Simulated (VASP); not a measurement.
A run of VASP 6.6.1 is set up as follows.

INCAR

```
SYSTEM = BN
  ALGO = Normal
  EDIFF = 1E-7
  ENCUT = 520
  GGA = PE
  ISIF = 2
  ISMEAR = 0
  LASPH = .TRUE.
  LCHARG = .FALSE.
  LREAL = .FALSE.
  LWAVE = .FALSE.
  NBANDS = 11
  NELM = 80
  PREC = Accurate
  SIGMA = 0.05
```

File KPOINTS:

```
k-points
0
G
  12 12 12
  0 0 0
```

The input POSCAR:

```
BN
1.0
    0.0000000000      1.9949837387      1.7885814404
    1.7885814404      0.0000000000      1.7885814404
    1.7885814404      1.9949837387      0.0000000000
B N
1 1
Direct
    0.0000000000      0.0000000000      0.0000000000
    0.7500000000      0.7500000000      0.7500000000
```

Potentials or basis: VASP PAW PBE potentials, release 64 (B, N).

Launch:

```console
$ cat potpaw_PBE.64/B/POTCAR potpaw_PBE.64/N/POTCAR > POTCAR
$ mpirun -np 1 vasp_std > vasp.out
```

**Question.** Predict the pressure.

**Answer.** -22.6 GPa.

**Question.** Predict the band gap on the k mesh.

**Answer.** 3.44 eV, indirect (least direct gap 7.62 eV).

Stress tensor (GPa, compression positive):
```
  1.24   0.00   0.00
  0.00 -70.15   0.00
  0.00   0.00   1.24
```

 A k mesh can miss the band edges.
